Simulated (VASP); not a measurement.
Here is a VASP 6.6.1 calculation.

File POSCAR:

```
BiRu
1.0
    0.0000000000      2.9822318252      2.9822318252
    2.9822318252      0.0000000000      2.9822318252
    2.9822318252      2.9822318252      0.0000000000
Ru Bi
1 1
Direct
    0.0000000000      0.0000000000      0.0000000000
    0.2500000000      0.2500000000      0.2500000000
```

File INCAR.step1:

```
SYSTEM = BiRu
PREC     = Accurate       ! precision mode
ENCUT    = 520            ! plane-wave cutoff, eV
ISMEAR   = 0              ! smearing method
SIGMA    = 0.05           ! smearing width, eV
LREAL    = .False.        ! projectors in reciprocal space
LASPH    = .True.         ! aspherical terms in the spheres
NELM     = 100            ! most SCF steps
NBANDS   = 22             ! bands
GGA      = PE             ! functional
ALGO     = Normal         ! electronic algorithm
EDIFF    = 1E-4           ! SCF threshold, eV
LWAVE    = .True.         ! write WAVECAR
LCHARG   = .False.        ! write CHGCAR
```

The input INCAR.step2:

```
SYSTEM = BiRu
PREC     = Accurate       ! precision mode
ENCUT    = 520            ! plane-wave cutoff, eV
EDIFF    = 1E-7           ! SCF threshold, eV
ISMEAR   = 0              ! smearing method
SIGMA    = 0.05           ! smearing width, eV
LREAL    = .False.        ! projectors in reciprocal space
LASPH    = .True.         ! aspherical terms in the spheres
NELM     = 100            ! most SCF steps
ALGO     = Normal         ! electronic algorithm
ISIF     = 2              ! what is computed and relaxed
LWAVE    = .False.        ! write WAVECAR
LCHARG   = .True.         ! write CHGCAR
METAGGA  = R2SCAN         ! meta-GGA
LMIXTAU  = .True.       
LELF     = .True.         ! ELF
LVHAR    = .True.       
NBANDS   = 22             ! bands
ISTART   = 1
```

File KPOINTS:

```
regular mesh
0
Gamma
  10 10 10
  0 0 0
```

Potentials or basis: VASP PAW PBE potentials, release 64 (Ru_pv, Bi_d).

The run is started by

```sh
$ cat potpaw_PBE.64/Ru_pv/POTCAR potpaw_PBE.64/Bi_d/POTCAR > POTCAR
$ cp INCAR.step1 INCAR
$ mpirun -np 1 vasp_std > vasp.out
$ cp INCAR.step2 INCAR
$ mpirun -np 1 vasp_std > vasp.out
```

(1) Estimate the band gap on the k mesh.

(2) What does it give for the pressure?

Results:

(1) zero (an odd number of electrons rules out a gap without spin polarisation).

(2) 4.2 GPa.

Caveat: the cell stands under pressure; the PAW data sets were made with another functional, which shifts forces and pressure a little; spin-orbit coupling is left out, which moves the levels of the heavy elements.
